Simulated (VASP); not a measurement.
Write the native input for VASP 6.6.1 that does the following.

```
Task                   : single point
Functional             : PBEsol
Dispersion             : D3(BJ)
Potentials or basis    : VASP PAW PBE potentials, release 64 (Hf_pv, C)
Cutoff                 : 600 eV
k mesh                 : 9 × 9 × 9
Occupations            : fermi-dirac, width 0.3 eV
Spin                   : no spin polarisation
Dipole correction      : no
Further INCAR settings : ALGO = Normal; EDIFF = 1e-06; NBANDS = 14
```

The structure of HfC lies in POSCAR:

```
HfC
1.0
    0.0000000000      2.3250000000      2.3250000000
    2.3250000000      0.0000000000      2.3250000000
    2.3250000000      2.3250000000      0.0000000000
Hf C
1 1
Direct
    0.5000000000      0.5000000000      0.5000000000
    0.0000000000      0.0000000000      0.0000000000
```

The input as run:

INCAR

```
PREC = Accurate
ENCUT = 600
EDIFF = 1E-6
ISMEAR = -1
SIGMA = 0.3
LREAL = F
LASPH = T
NELM = 120
ALGO = Normal
ISIF = 2
LWAVE = F
LCHARG = F
GGA = PS
IVDW = 12
NBANDS = 14
GGA_COMPAT = F
```

KPOINTS

```
Automatic mesh
0
Gamma
  9 9 9
```

Potentials or basis: VASP PAW PBE potentials, release 64 (Hf_pv, C).

The run is started by

```console
$ cat potpaw_PBE.64/Hf_pv/POTCAR potpaw_PBE.64/C/POTCAR > POTCAR
$ mpirun -np 1 vasp_std > vasp.out
```

It gave:

```
Pressure                   : -11.6 GPa
Band gap on the k mesh     : zero (band 7 reaches 6.82 eV, above the bottom of band 8 at 5.45 eV)
Dispersion energy per atom : -0.365 eV
```

Caveat: three body term missing; the PAW data sets were made with another functional, which shifts forces and pressure a little; spin-orbit coupling is left out, which moves the levels of the heavy elements; pairwise dispersion overbinds metals, which lowers pressure and volume.

It took 16 s on 1 thread of Intel Xeon 6975P-C, on a shared host, peak memory 0.17 GiB.
